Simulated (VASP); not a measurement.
The system is LaHg.

```
CELL_PARAMETERS angstrom
3.86400 0.00000 0.00000
0.00000 3.86400 0.00000
0.00000 0.00000 3.86400
ATOMIC_POSITIONS crystal
La 0.50000 0.50000 0.50000
Hg 0.00000 0.00000 0.00000
```

- Program: VASP 6.6.1
- Task: relaxation of cell and atoms
- Functional: PBEsol
- Dispersion: D3(BJ)
- Potentials or basis: VASP PAW PBE potentials, release 64 (La, Hg)
- Cutoff: 500 eV
- k mesh: 5 × 5 × 5
- Occupations: fermi-dirac, width 0.1 eV
- Spin: no spin polarisation

At the start: pressure -4.3 GPa; volume 28.85 Å³/atom.

**Question.** Where does the relaxation end?

**Answer.** Over 3 steps the energy falls by 29.8 meV/atom and the volume is 26.76 Å³/atom (-7.2 %); space group Pm-3m (No. 221, to 0.1 Å) before and after.

The path:
| step | energy change (eV) | largest force (eV/Å) | pressure (GPa) | volume (Å³) |
| --- | --- | --- | --- | --- |
| 1 | 0.0000 | 0.0000 | -4.25 | 57.69 |
| 2 | -0.0432 | 0.0000 | 2.77 | 51.53 |
| 3 | -0.0597 | 0.0000 | 0.00 | 53.51 |

Final structure:
```cif
data_structure
_symmetry_space_group_name_H-M 'P 1'
_symmetry_Int_Tables_number 1
_cell_length_a 3.7683
_cell_length_b 3.7683
_cell_length_c 3.7683
_cell_angle_alpha 90.000
_cell_angle_beta 90.000
_cell_angle_gamma 90.000
_cell_volume 53.51
loop_
_atom_site_label
_atom_site_type_symbol
_atom_site_fract_x
_atom_site_fract_y
_atom_site_fract_z
_atom_site_occupancy
La1 La 0.50000 0.50000 0.50000 1
Hg1 Hg 0.00000 0.00000 0.00000 1
```

Caveat: the PAW data sets were made with another functional, which shifts forces and pressure a little.
